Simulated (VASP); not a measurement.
Runs of VASP 6.6.1 on SiB3W. The structure is that of space group Pm-3m (No. 221), or close to it. The cells are those of the table. 

| task | cell | k mesh | gap on the mesh (eV) | pressure (GPa) | relaxed volume (Å³/atom) |
| --- | --- | --- | --- | --- | --- |
| relaxation of cell and atoms | relaxed from a = 3.741 Å, 5 atoms | 4 × 4 × 4 | - | 0.0 | (a) |
| single point | a = 3.831 Å, 5 atoms | 10 × 10 × 10 | none | 0.0 | - |
| relaxation of cell and atoms | relaxed from a = 3.827 Å, 5 atoms | 10 × 10 × 10 | - | 0.0 | 11.24 |
| single point | a = 3.827 Å, 5 atoms | 4 × 4 × 4 | none | 0.0 | - |
| single point | a = 3.741 Å, 5 atoms | 4 × 4 × 4 | none | 12.8 | - |

Alike in all rows: level PBE; potentials or basis VASP PAW PBE potentials, release 64 (Si, B, W_sv); no spin polarisation; cutoff (eV) 500; smearing gaussian 0.1 eV.

Problem. Estimate the missing entries.

Solution. (a) 11.22.

Caveats: some runs use coarse meshes; spin-orbit coupling is left out, which moves the levels of the heavy elements; the bands computed are all filled at some k points, so no gap is given (some runs).

A k mesh can miss the band edges, and the runs leave out spin-orbit coupling on W.

A gap of «none» marks levels without a gap at the run's occupations.
